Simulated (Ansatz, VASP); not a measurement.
## One calculation of LiF, two programs

The input INCAR:

```
SYSTEM = LiF
PREC = Accurate
ENCUT = 910
EDIFF = 1E-7
ISMEAR = 0
SIGMA = 0.02
LREAL = .False.
LASPH = .True.
NELM = 120
ALGO = Normal
ISIF = 3
LWAVE = .False.
LCHARG = .False.
GGA = PE
IBRION = 2
NSW = 100
EDIFFG = -0.005
GGA_COMPAT = .False.
NELMIN = 4
```

File KPOINTS:

```
regular mesh
0
Gamma
  10 10 10
  0 0 0
```

File POSCAR:

```
LiF
1.0
    0.0000000000      2.0417135738      2.0417135738
    2.0417135738      0.0000000000      2.0417135738
    2.0417135738      2.0417135738      0.0000000000
Li F
1 1
Direct
    0.0000000000      0.0000000000      0.0000000000
    0.5000000000      0.5000000000      0.5000000000
```

Input for Ansatz:

```yaml
crystal:
  lattice:
    - [0.0, 2.0417135738, 2.0417135738]
    - [2.0417135738, 0.0, 2.0417135738]
    - [2.0417135738, 2.0417135738, 0.0]
  atoms:
    - { symbol: Li, position: [0.0, 0.0, 0.0] }
    - { symbol: F, position: [0.5, 0.5, 0.5] }
basis:
  ecutwfc: 420
kpoints:
  mp_grid: { grid: [10, 10, 10] }
hamiltonian:
  xc: pbe
scf:
  occupations: { method: gaussian, width: 0.02 }
output:
  forces: true
  stress: true
  eigenvalues: true
relax:
  adjacent_minimum: "off"
  f_tol: 0.005
  max_steps: 80
  cell: { stress_tol: 0.05 }
```

Alike in both runs: task relaxation of cell and atoms; functional PBE; k mesh 10 × 10 × 10; occupations gaussian, width 0.02 eV; no spin polarisation.

|  | VASP | Ansatz |
| --- | --- | --- |
| version | VASP 6.6.1 | Ansatz 0.2.0 |
| potentials or method | VASP PAW PBE potentials, release 64 (Li_sv, F_h), cutoff 910 eV | scalar-relativistic, plane waves, PAW |
| valence electrons in the cell | 10 | 10 |

Ansatz gave:

```
gap on the k mesh at the Fermi level, each at its own relaxed structure (eV) : 8.83
relaxed volume (Å³/atom)                                                     : 8.42
relaxed cell length with the largest relative difference (Å)                 : 2.877
```

**Question.** What did VASP give for the same quantities?

**Answer.** gap on the k mesh at the Fermi level, each at its own relaxed structure (eV): 8.92; relaxed volume (Å³/atom): 8.32; relaxed cell length with the largest relative difference (Å): 2.865.

Noted on VASP's run: the cutoff is short for stress, so the pressure is rough.
